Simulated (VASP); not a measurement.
Here is a VASP 6.6.1 calculation.

File INCAR:

```
SYSTEM = ZrInS3
  ALGO = Normal
  EDIFF = 1E-6
  ENCUT = 520
  GGA = PE
  ISIF = 2
  ISMEAR = 0
  LASPH = .TRUE.
  LCHARG = .FALSE.
  LREAL = .FALSE.
  LWAVE = .FALSE.
  NBANDS = 30
  NELM = 100
  PREC = Accurate
  SIGMA = 0.1
```

KPOINTS

```
k-points
0
G
  4 4 4
  0 0 0
```

Contents of POSCAR:

```
ZrInS3
1.0
    4.3954679454      0.0000000000      0.0000000000
    0.0000000000      4.3954679454      0.0000000000
    0.0000000000      0.0000000000      6.4933073071
Zr In S
1 1 3
Direct
    0.0000000000      0.0000000000      0.2257750376
    0.5000000000      0.5000000000      0.6481210718
    0.5000000000      0.5000000000      0.0263928733
    0.0000000000      0.5000000000      0.4338055087
    0.5000000000      0.0000000000      0.4338055087
```

Potentials or basis: VASP PAW PBE potentials, release 64 (Zr_sv, In_d, S).

Command:

```console
$ cat potpaw_PBE.64/Zr_sv/POTCAR potpaw_PBE.64/In_d/POTCAR potpaw_PBE.64/S/POTCAR > POTCAR
$ mpirun -np 1 vasp_std > vasp.out
```

(1) Estimate the pressure.

(2) What does it give for the largest force?

Answers

(1) 0.0 GPa.

(2) 0.012 eV/Å.
